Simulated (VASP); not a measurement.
**Pd3PbC: relaxation of cell and atoms with PBE+D3(BJ)**

Pd3PbC:

```
Pd Pb C
1.0
     4.29894    0.00000    0.00000
     0.00000    4.29894    0.00000
     0.00000    0.00000    4.29894
Pd Pb C
3 1 1
Direct
  0.00000 0.50000 0.50000
  0.50000 0.50000 0.00000
  0.50000 0.00000 0.50000
  0.00000 0.00000 0.00000
  0.50000 0.50000 0.50000
```

| Item | Value |
| --- | --- |
| Program | VASP 6.6.1 |
| Task | relaxation of cell and atoms |
| Functional | PBE |
| Dispersion | D3(BJ) |
| Potentials or basis | VASP PAW PBE potentials, release 64 (Pd, Pb_d, C) |
| Cutoff | 600 eV |
| k mesh | 6 × 6 × 6 |
| Occupations | methfessel-paxton, width 0.1 eV |
| Spin | no spin polarisation |
| Dipole correction | no |
| Further INCAR settings | ALGO = Normal; EDIFF = 1e-06; IBRION = 2; EDIFFG = -0.03; NSW = 80; ISIF = 3 |

The relaxed volume is 15.20 Å³/atom and the relaxed cell is a = 4.236 Å, b = 4.236 Å, c = 4.236 Å, α = 90.00°, β = 90.00°, γ = 90.00°. The space group after relaxing (to 0.1 Å) is Pm-3m (No. 221), the energy gained by relaxing is 14.5 meV/atom and the ionic steps are 3. The pressure after relaxing is 0.0 GPa, the band gap on the k mesh is zero (bands 24 and 25 overlap by 1.02 eV) and the dispersion energy per atom is -0.515 eV.

Step by step:
| step | energy change (eV) | largest force (eV/Å) | pressure (GPa) | volume (Å³) |
| --- | --- | --- | --- | --- |
| 1 | 0.0000 | 0.0000 | -6.36 | 79.45 |
| 2 | 0.0214 | 0.0000 | 8.80 | 72.41 |
| 3 | -0.0723 | 0.0000 | -0.05 | 76.02 |

Final structure:
```
CELL_PARAMETERS angstrom
4.23618 0.00000 0.00000
0.00000 4.23618 0.00000
0.00000 0.00000 4.23618
ATOMIC_POSITIONS crystal
Pd 0.00000 0.50000 0.50000
Pd 0.50000 0.50000 0.00000
Pd 0.50000 0.00000 0.50000
Pb 0.00000 0.00000 0.00000
C 0.50000 0.50000 0.50000
```

Levels at points of the mesh, in eV from the Fermi level:
| k point | band 21 | band 22 | band 23 | band 24 | band 25 | band 26 | band 27 | band 28 |
| --- | --- | --- | --- | --- | --- | --- | --- | --- |
| (0.00, 0.00, 0.00) | -1.13 | -1.13 | -1.13 | -1.11 | 0.42 | 1.63 | 1.63 | 1.63 |
| (0.50, 0.00, 0.00) | -1.87 | -1.13 | 0.04 | 0.04 | 0.43 | 2.35 | 3.29 | 3.29 |
| (0.50, 0.50, 0.00) | -2.02 | -1.74 | -0.51 | -0.51 | 1.13 | 3.80 | 4.31 | 4.31 |
| (0.50, 0.50, 0.50) | -1.97 | -1.24 | -1.24 | -1.24 | -0.94 | 1.57 | 1.57 | 1.57 |

Wall time 51 s on 1 thread of Intel(R) Xeon(R) 6975P-C (Granite Rapids), on a shared host, peak memory 0.25 GiB.

Caveat: spin-orbit coupling is left out, which moves the levels of the heavy elements.
